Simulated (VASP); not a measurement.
KH8O4F: single point with PBE+D3(BJ)

KH8O4F:

```
O H K F
1.0
     5.97396    0.00000    0.00000
     0.00000    5.97396    0.00000
     0.00000    0.00000    5.97396
O H K F
4 8 1 1
Direct
  0.27598 0.86986 0.63835
  0.08422 0.20224 0.14119
  0.80227 0.70811 0.09992
  0.57404 0.19756 0.51296
  0.14859 0.89743 0.52433
  0.39634 0.82568 0.56117
  0.08468 0.27514 0.29107
  0.24773 0.11579 0.15438
  0.68859 0.71859 0.20388
  0.88697 0.82885 0.15727
  0.43104 0.23086 0.62754
  0.56917 0.34072 0.42145
  0.92108 0.47007 0.73745
  0.18500 0.37739 0.44818
```

- Program: VASP 6.6.1
- Task: single point
- Functional: PBE
- Dispersion: D3(BJ)
- Potentials or basis: VASP PAW PBE potentials, release 64 (O, H, K_sv, F)
- Cutoff: 520 eV
- k mesh: 1 × 1 × 1
- Occupations: fermi-dirac, width 0.05 eV
- Spin: no spin polarisation
- Dipole correction: no
- Further INCAR settings: ALGO = Normal; EDIFF = 1e-06; NBANDS = 37

```yaml
Pressure: 0.6 GPa
Largest_force: 6.725 eV/Å
Band_gap_on_the_k_mesh: 2.83 eV
Dispersion_energy_per_atom: -0.036 eV
```

Forces in eV/Å, atoms in the order of the input:
```
O   -6.286  1.667  1.715
O    2.624 -4.143 -2.660
O    1.019 -0.900 -1.569
O   -1.871  2.194  1.855
H    2.144 -0.251  1.405
H    3.873 -1.377 -2.852
H    0.443  0.626  0.596
H   -3.709  2.008 -0.470
H   -2.823 -0.370  1.610
H    1.743  1.691 -0.134
H    2.580 -0.839 -2.935
H   -0.315 -1.633  0.709
K    0.138 -0.238  0.474
F    0.440  1.565  2.256
```

Stress tensor (GPa, compression positive):
```
-0.76  2.03 -1.46
 2.03 -0.24  3.58
-1.46  3.58  2.67
```

Levels at points of the mesh, in eV from the valence-band top:
```csv
k point,band 21,band 22,band 23,band 24,band 25,band 26,band 27,band 28
"(0.00, 0.00, 0.00)",-1.15,-0.75,-0.41,0.00,2.83,5.94,6.24,6.62
```

Wall time 21 s on 1 thread of Intel Xeon 6975P-C (shared host), peak memory 0.32 GiB.

Caveat: the k points lie up to 1.05 Å⁻¹ apart.
